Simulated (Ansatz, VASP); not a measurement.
One calculation of Sb, two programs

File INCAR:

```
PREC     = Accurate       # precision mode
ENCUT    = 520            # plane-wave cutoff, eV
EDIFF    = 1E-8           # SCF threshold, eV
ISMEAR   = -1             # smearing method
SIGMA    = 0.05           # smearing width, eV
LREAL    = F              # projectors in reciprocal space
LASPH    = T              # aspherical terms in the spheres
NELM     = 60             # most SCF steps
ALGO     = Normal         # electronic algorithm
ISIF     = 2              # what is computed and relaxed
LWAVE    = F              # write WAVECAR
LCHARG   = F              # write CHGCAR
GGA      = PS             # functional
LEFG     = T            
NBANDS   = 8              # bands
```

Contents of KPOINTS:

```
regular mesh
0
Gamma
  19 19 19
```

The input POSCAR:

```
Sb
1.0
   -1.4850750000      1.5098750000      2.4800000000
    1.5098750000     -1.4850750000      2.4800000000
    1.5001250000      1.5001250000     -2.4649500000
Sb
1
Direct
    0.0000000000      0.0000000000      0.0000000000
```

Input for Ansatz:

```yaml
crystal:
  lattice:
    - [-1.485075, 1.509875, 2.48]
    - [1.509875, -1.485075, 2.48]
    - [1.500125, 1.500125, -2.46495]
  atoms:
    - { symbol: Sb, position: [0.0, 0.0, 0.0] }
kpoints:
  mp_grid: { grid: [19, 19, 19] }
scf:
  occupations: { method: fermi_dirac, width: 0.05 }
hamiltonian:
  xc: pbesol
  pseudopotentials: { kind: all_electron, datasets: crystal }
output:
  forces: true
  stress: true
  eigenvalues: true
  efg: { contact_densities: true }
```

Change from the starting cell: equal xy, yz and zx shear strains of +1 %, crystal datasets.

Alike in both runs: task electric field gradients; functional PBEsol; k mesh 19 × 19 × 19; occupations fermi-dirac, width 0.05 eV; no spin polarisation.

|  | VASP | Ansatz |
| --- | --- | --- |
| version | VASP 6.6.1 | Ansatz 0.2.0 |
| potentials or method | VASP PAW PBE potentials, release 64 (Sb), cutoff 520 eV | all-electron PAW with datasets made for the crystal, scalar-relativistic |

Ansatz gave:

```
pressure (GPa)                                                : 15.2
traceless stress, the component that is largest in VASP (GPa) : -1.19
size of Vzz on the site where it differs most (V/Å²)          : 37.4
```

**Question.** Estimate VASP's values.

**Answer.** Pressure (GPa): 15.4; traceless stress, the component that is largest in VASP (GPa): -1.31; size of Vzz on the site where it differs most (V/Å²): 36.9.

VASP's potentials were made for PBE, not for PBEsol. Ansatz ran all-electron here, and VASP with PAW potentials.

Neither program's run includes spin-orbit coupling.
